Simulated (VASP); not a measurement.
# Ru (P6_3/mmc) in VASP: notebook

The runs below take Ru through single point, with LDA.

Everything below comes from runs of VASP 6.6.1. Logs are shortened: lines on timing, memory, paths and dates and some standing lists are left out, and cuts for length are marked.

## Step 1: The cell of the first run

The structure is hexagonal, space group P6_3/mmc (No. 194). The conventional cell has a = 2.676 Å, b = 2.676 Å, c = 4.226 Å, α = 90.00°, β = 90.00°, γ = 120.00°. Within 3.5 Å of Ru (site symmetry -6m2) lie 12 Ru at 2.62 to 2.68 Å.

## Step 2: Single point, LDA

INCAR reads:

```
SYSTEM = Ru
PREC = Accurate
ENCUT = 560
EDIFF = 1E-6
ISMEAR = -1
SIGMA = 0.15
LREAL = .FALSE.
LASPH = .TRUE.
NELM = 120
ALGO = Normal
ISIF = 2
LWAVE = .FALSE.
LCHARG = .TRUE.
LELF = .TRUE.
LVHAR = .TRUE.
NBANDS = 23
GGA_COMPAT = .FALSE.
```

KPOINTS reads:

```
regular mesh
0
G
  15 15 8
  0 0 0
```

POSCAR reads:

```
Ru
1.0
    2.6759343850      0.0000000000      0.0000000000
   -1.3379671925      2.3174271563      0.0000000000
    0.0000000000      0.0000000000      4.2262149603
Ru
2
Direct
    0.3333333333      0.6666666667      0.2500000000
    0.6666666667      0.3333333333      0.7500000000
```

Potentials or basis: VASP PAW LDA potentials, release 64 (Ru_sv).

Started as:

```sh
$ cat potpaw_LDA.64/Ru_sv/POTCAR > POTCAR
$ mpirun -np 1 vasp_std > vasp.out
```

OUTCAR:

```text
SYSTEM = Ru
   PREC = Accurate
   ENCUT = 560
   EDIFF = 1E-6
   ISMEAR = -1
   LREAL = .FALSE.
   LASPH = .TRUE.
   NELM = 120
   ISIF = 2

 ion  position               nearest neighbor table
   1  0.333  0.667  0.250-   2 2.62   2 2.62   2 2.62   2 2.62   2 2.62   2 2.62
   2  0.667  0.333  0.750-   1 2.62   1 2.62   1 2.62   1 2.62   1 2.62   1 2.62

  LATTYP: Found a hexagonal cell.
 ALAT       =     2.6759343850
 C/A-ratio  =     1.5793417746

  Lattice vectors:

 A1 = (   2.6759343850,   0.0000000000,   0.0000000000)
 A2 = (  -1.3379671925,   2.3174271563,   0.0000000000)
 A3 = (   0.0000000000,   0.0000000000,   4.2262149603)

Analysis of symmetry for initial positions (statically):
=====================================================================
 Subroutine PRICEL returns:
 Original cell was already a primitive cell.

 Routine SETGRP: Setting up the symmetry group for a
 hexagonal supercell.

 Subroutine GETGRP returns: Found 24 space group operations
 (whereof 12 operations were pure point group operations)
 out of a pool of 24 trial point group operations.

The static configuration has the point symmetry D_3d.
 The point group associated with its full space group is D_6h.

Analysis of symmetry for dynamics (positions and initial velocities):
=====================================================================
 Subroutine PRICEL returns:
 Original cell was already a primitive cell.

 Routine SETGRP: Setting up the symmetry group for a
 hexagonal supercell.

 Subroutine GETGRP returns: Found 24 space group operations
 (whereof 12 operations were pure point group operations)
 out of a pool of 24 trial point group operations.

The dynamic configuration has the point symmetry D_3d.
 The point group associated with its full space group is D_6h.

 Subroutine INISYM returns: Found 24 space group operations
 (whereof 12 operations are pure point group operations),
 and found     1 'primitive' translations

----------------------------------------------------------------------------------------

                                     Primitive cell

  volume of cell :      26.2080

  direct lattice vectors                    reciprocal lattice vectors
     2.675934385  0.000000000  0.000000000     0.373701241  0.215756512  0.000000000
    -1.337967193  2.317427156  0.000000000     0.000000000  0.431513024  0.000000000
     0.000000000  0.000000000  4.226214960     0.000000000  0.000000000  0.236618347

  length of vectors
     2.675934385  2.675934385  4.226214960     0.431513024  0.431513024  0.236618347

  position of ions in fractional coordinates (direct lattice)
     0.333333333  0.666666667  0.250000000
     0.666666667  0.333333333  0.750000000

  ion indices of the primitive-cell ions
   primitive index   ion index
                 1           1
                 2           2

----------------------------------------------------------------------------------------

 KPOINTS: regular mesh

Automatic generation of k-mesh.
 Grid dimensions read from file:
 generate k-points for:   15   15    8

 Generating k-lattice:

  Cartesian coordinates                     Fractional coordinates (reciprocal lattice)
     0.024913416  0.014383767  0.000000000     0.066666667  0.000000000  0.000000000
     0.000000000  0.028767535  0.000000000     0.000000000  0.066666667  0.000000000
     0.000000000  0.000000000  0.029577293     0.000000000  0.000000000  0.125000000

  Length of vectors
     0.028767535  0.028767535  0.029577293

  Shift w.r.t. Gamma in fractional coordinates (k-lattice)
     0.000000000  0.000000000  0.000000000

 Subroutine IBZKPT returns following result:
 ===========================================

 Found    135 irreducible k-points:

 Following reciprocal coordinates:
            Coordinates               Weight
  0.000000  0.000000  0.000000      1.000000
  0.066667  0.000000  0.000000      6.000000
  0.133333  0.000000  0.000000      6.000000
  0.200000  0.000000  0.000000      6.000000
  0.266667  0.000000  0.000000      6.000000
  0.333333  0.000000  0.000000      6.000000
[... 16 lines left out ...]
  0.333333  0.200000  0.000000     12.000000
  0.400000  0.200000  0.000000      6.000000
 [... further k-points ...]
   k-points           NKPTS =    135   k-points in BZ     NKDIM =    135   number of bands    NBANDS=     23
   number of dos      NEDOS =    301   number of ions     NIONS =      2
   total plane-waves  NPLWV =  20736
   dimension x,y,z NGX =    24 NGY =   24 NGZ =   36
   dimension x,y,z NGXF=    48 NGYF=   48 NGZF=   72
   ions per type =               2
   NGX,Y,Z   is equivalent  to a cutoff of  14.91, 14.91, 14.16 a.u.
   NGXF,Y,Z  is equivalent  to a cutoff of  29.82, 29.82, 28.32 a.u.
 SYSTEM =  Ru
   PREC   = accura    normal or accurate (medium, high low for compatibility)
   ISTART =      0    job   : 0-new  1-cont  2-samecut
   ICHARG =      2    charge: 1-file 2-atom 10-const
   ISPIN  =      1    spin polarized calculation?
   LNONCOLLINEAR =      F non collinear calculations
   LSORBIT =      F    spin-orbit coupling
   LASPH  =      T    aspherical Exc in radial PAW
   ENCUT  =  560.0 eV  41.16 Ry    6.42 a.u.   5.16  5.16  8.15*2*pi/ulx,y,z
   NELM   =    120;   NELMIN=  2; NELMDL= -5     # of ELM steps
   EDIFF  = 0.1E-05   stopping-criterion for ELM
   LREAL  =      F    real-space projection
   EDIFFG = 0.1E-04   stopping-criterion for IOM
   NSW    =      0    number of steps for IOM
   IBRION =     -1    ionic relax: 0-MD 1-quasi-New 2-CG
   NFREE  =      0    steps in history (QN), initial steepest desc. (CG)
   ISIF   =      2    stress and relaxation
   ISYM   =      2    0-nonsym 1-usesym 2-fastsym
   POTIM  = 0.5000    time-step for ionic-motion
   TEBEG  =    0.0;   TEEND  =   0.0 temperature during run
   PSTRESS=    0.0 pullay stress
   NELECT =      32.0000    total number of electrons
   NUPDOWN=      -1.0000    fix difference up-down
   EMIN   =  10.00;   EMAX   =-10.00  energy-range for DOS
   EFERMI =   0.00;   METHOD = LEGACY
   ISMEAR =    -1;   SIGMA  =   0.15  broadening in eV -4-tet -1-fermi 0-gaus
   EFERMI_NEDOS =   21; number of points for ismear=-14 and -15
   IALGO  =     38    algorithm
   IMIX   =      4    mixing-type and parameters
     AMIX     =   0.40;   BMIX     =  1.00
     AMIX_MAG =   1.60;   BMIX_MAG =  1.00
  volume/ion in A,a.u.               =      13.10        88.43
  Fermi-wavevector in a.u.,A,eV,Ry     =   1.749768  3.306582 41.656790  3.061688
  Thomas-Fermi vector in A             =   2.820617
   LORBIT       =      0    0 simple, 1 ext, 2 COOP (PROOUT), +10 PAW based schemes
   GGA     = CA    functional components
   LHFCALC =     F    Hartree Fock is set to
   AEXX    =    0.0000 exact exchange contribution
   IVDW    =     0    specifies the selected vdW correction
   LEPSILON=     F    determine dielectric tensor
   LRPA    =     F    only Hartree local field effects (RPA)
 non-spin polarized calculation
  energy-cutoff  :      560.00
  volume of cell :       26.21
 maximum number of plane-waves:       808
 NGX is ok and might be reduce to    24
   NGX = 11   NGY = 11   NGZ = 17

 number of electron      32.0000002 magnetization

 Free energy of the ion-electron system (eV)
  ---------------------------------------------------
  ext. energy  EPLUGINS =         0.00000000
  ---------------------------------------------------
  free energy    TOTEN  =       -21.46062263 eV

  energy without entropy =      -21.34680063  energy(sigma->0) =      -21.40371163

 E-fermi :  15.7098     XC(G=0): -14.7359

 val. band max:       15.6810565581   @ k =   0.0000   0.0000   0.3750
 cond. band min:      15.7275984807   @ k =   0.0667   0.0000   0.3750
 fundamental gap:      0.0465419226
 Fermi energy:        15.7098315115

 k-point     1 :       0.0000    0.0000    0.0000
  band No.  band energies     occupation
      1     -57.1156      2.00000
      2     -56.8709      2.00000
      3     -27.9032      2.00000
      4     -26.8342      2.00000
      5     -26.8342      2.00000
      6     -26.6393      2.00000
[... 15 lines left out ...]
     22      30.5690      0.00000
     23      33.1303      0.00000

 k-point     2 :       0.0667    0.0000    0.0000
  band No.  band energies     occupation
      1     -57.1079      2.00000
      2     -56.8679      2.00000
      3     -27.8858      2.00000
      4     -26.8712      2.00000
      5     -26.8468      2.00000
      6     -26.6777      2.00000
[... 15 lines left out ...]
     22      30.8778      0.00000
     23      33.3304      0.00000

 k-point     3 :       0.1333    0.0000    0.0000
  band No.  band energies     occupation
      1     -57.0860      2.00000
      2     -56.8597      2.00000
      3     -27.8353      2.00000
      4     -26.9758      2.00000
      5     -26.8814      2.00000
      6     -26.7849      2.00000
[... 15 lines left out ...]
     22      31.6043      0.00000
     23      33.7973      0.00000

 k-point     4 :       0.2000    0.0000    0.0000
  band No.  band energies     occupation
      1     -57.0526      2.00000
      2     -56.8485      2.00000
      3     -27.7560      2.00000
      4     -27.1298      2.00000
      5     -26.9390      2.00000
      6     -26.9307      2.00000
[... 15 lines left out ...]
     22      31.5459      0.00000
     23      33.4588      0.00000

 k-point     5 :       0.2667    0.0000    0.0000
  band No.  band energies     occupation
      1     -57.0123      2.00000
      2     -56.8374      2.00000
      3     -27.6552      2.00000
      4     -27.3066      2.00000
      5     -27.1106      2.00000
      6     -26.9853      2.00000
[... 15 lines left out ...]
     22      29.7206      0.00000
     23      32.2595      0.00000

 k-point     6 :       0.3333    0.0000    0.0000
  band No.  band energies     occupation
      1     -56.9708      2.00000
      2     -56.8295      2.00000
      3     -27.5432      2.00000
      4     -27.4751      2.00000
      5     -27.2699      2.00000
      6     -27.0360      2.00000
[... 15 lines left out ...]
     22      27.5581      0.00000
     23      31.0925      0.00000

 k-point     7 :       0.4000    0.0000    0.0000
  band No.  band energies     occupation
      1     -56.9347      2.00000
      2     -56.8269      2.00000
      3     -27.6062      2.00000
      4     -27.4362      2.00000
      5     -27.3915      2.00000
      6     -27.0747      2.00000
[... 353 lines left out ...]
     22      27.4079      0.00000
     23      28.6689      0.00000

 k-point    21 :       0.2000    0.2000    0.0000
  band No.  band energies     occupation
      1     -56.9603      2.00000
      2     -56.8281      2.00000
      3     -27.5139      2.00000
      4     -27.3788      2.00000
      5     -27.3588      2.00000
      6     -27.0362      2.00000
[... 15 lines left out ...]
     22      28.0920      0.00000
     23      28.5681      0.00000

 k-point    22 :       0.2667    0.2000    0.0000
  band No.  band energies     occupation
      1     -56.9251      2.00000
      2     -56.8267      2.00000
      3     -27.4950      2.00000
      4     -27.4071      2.00000
      5     -27.3943      2.00000
      6     -27.1223      2.00000
[... 15 lines left out ...]
     22      27.1716      0.00000
     23      27.7046      0.00000

 k-point    23 :       0.3333    0.2000    0.0000
  band No.  band energies     occupation
      1     -56.8965      2.00000
      2     -56.8305      2.00000
      3     -27.5733      2.00000
      4     -27.3946      2.00000
      5     -27.3098      2.00000
      6     -27.2072      2.00000
[... 15 lines left out ...]
     22      27.6916      0.00000
     23      29.0591      0.00000

 k-point    24 :       0.4000    0.2000    0.0000
  band No.  band energies     occupation
      1     -56.8840      2.00000
      2     -56.8342      2.00000
      3     -27.6006      2.00000
      4     -27.3840      2.00000
      5     -27.2624      2.00000
      6     -27.2487      2.00000
[... 15 lines left out ...]
     22      28.2575      0.00000
     23      29.7027      0.00000

 [... further k-points ...]

------------------------ aborting loop because EDIFF is reached ----------------------------------------

  FORCE on cell =-STRESS in cart. coord.  units (eV):
  Direction    XX          YY          ZZ          XY          YZ          ZX
  --------------------------------------------------------------------------------------
  -------------------------------------------------------------------------------------
  Total        0.0805587      0.0805587      0.0807064     -0.0000000      0.0000000     -0.0000000
  in kB        4.9248138      4.9248138      4.9338442     -0.0000000      0.0000000     -0.0000000
  external PRESSURE =       4.9278240 kB  Pullay stress =       0.0000000 kB

 VOLUME and BASIS-vectors are now :
 -----------------------------------------------------------------------------
  energy-cutoff  :      560.00
  volume of cell :       26.21
      direct lattice vectors                 reciprocal lattice vectors
     2.675934385  0.000000000  0.000000000     0.373701241  0.215756512  0.000000000
    -1.337967193  2.317427156  0.000000000     0.000000000  0.431513024  0.000000000
     0.000000000  0.000000000  4.226214960     0.000000000  0.000000000  0.236618347

 POSITION                                       TOTAL-FORCE (eV/Angst)
 -----------------------------------------------------------------------------------
     -0.00000      1.54495      1.05655        -0.000000      0.000000      0.000000
      1.33797      0.77248      3.16966         0.000000      0.000000      0.000000
 -----------------------------------------------------------------------------------
    total drift:                               -0.000000      0.000000     -0.000000

  FREE ENERGIE OF THE ION-ELECTRON SYSTEM (eV)
  ---------------------------------------------------
  free  energy   TOTEN  =       -21.4606226346 eV

  energy  without entropy=      -21.3468006337  energy(sigma->0) =      -21.40371163
```

Wall time 24 s (1 thread of Intel Xeon 6975P-C (Granite Rapids), shared host); peak memory 0.18 GiB.

Results:

```
Free energy            : -21.4606 eV
Pressure               : 0.5 GPa
Band gap on the k mesh : zero (bands 16 and 17 overlap by 3.28 eV)
```

Levels at points of the mesh, in eV from the Fermi level:
```csv
k point,band 13,band 14,band 15,band 16,band 17,band 18,band 19,band 20
"(0.00, 0.00, 0.00)",-2.57,-2.05,-2.05,-1.50,-1.50,1.24,1.24,1.34
"(0.00, 0.00, 0.50)",-2.95,-2.95,-2.85,-2.85,0.57,0.57,0.57,0.57
```

## Step 3: Single point, LDA

INCAR reads:

```
  ALGO = Normal
  EDIFF = 1E-6
  ENCUT = 560
  GGA = CA
  GGA_COMPAT = False
  ISIF = 2
  ISMEAR = 0
  LASPH = True
  LCHARG = False
  LREAL = False
  LWAVE = False
  NBANDS = 23
  NELM = 120
  PREC = Accurate
  SIGMA = 0.1
```

KPOINTS reads:

```
k-points
0
Gamma
  15 15 8
```

POSCAR reads:

```
Ru
1.0
    2.6742569940      0.0000000000      0.0000000000
   -1.3371284970      2.3159744931      0.0000000000
    0.0000000000      0.0000000000      4.2259775198
Ru
2
Direct
    0.3333333333      0.6666666667      0.2500000000
    0.6666666667      0.3333333333      0.7500000000
```

Potentials or basis: VASP PAW LDA potentials, release 64 (Ru_sv).

Started as:

```sh
$ cat potpaw_LDA.64/Ru_sv/POTCAR > POTCAR
$ mpirun -np 1 vasp_std > vasp.out
```

Wall time 35 s (1 thread of Intel Xeon Platinum 8488C (Sapphire Rapids), shared host); peak memory 0.18 GiB.

The run converged. Its results:

- Free energy: -21.4089 eV
- Pressure: 0.5 GPa
- Band gap on the k mesh: zero (bands 16 and 17 overlap by 3.29 eV)

Levels at points of the mesh, in eV from the Fermi level:
| k point | band 14 | band 15 | band 16 | band 17 | band 18 | band 19 |
| --- | --- | --- | --- | --- | --- | --- |
| (0.00, 0.00, 0.00) | -2.03 | -2.03 | -1.48 | -1.48 | 1.27 | 1.27 |
| (0.00, 0.00, 0.50) | -2.94 | -2.83 | -2.83 | 0.60 | 0.60 | 0.60 |

The gap in the log of VASP goes by the Fermi energy; the results here count the filled bands.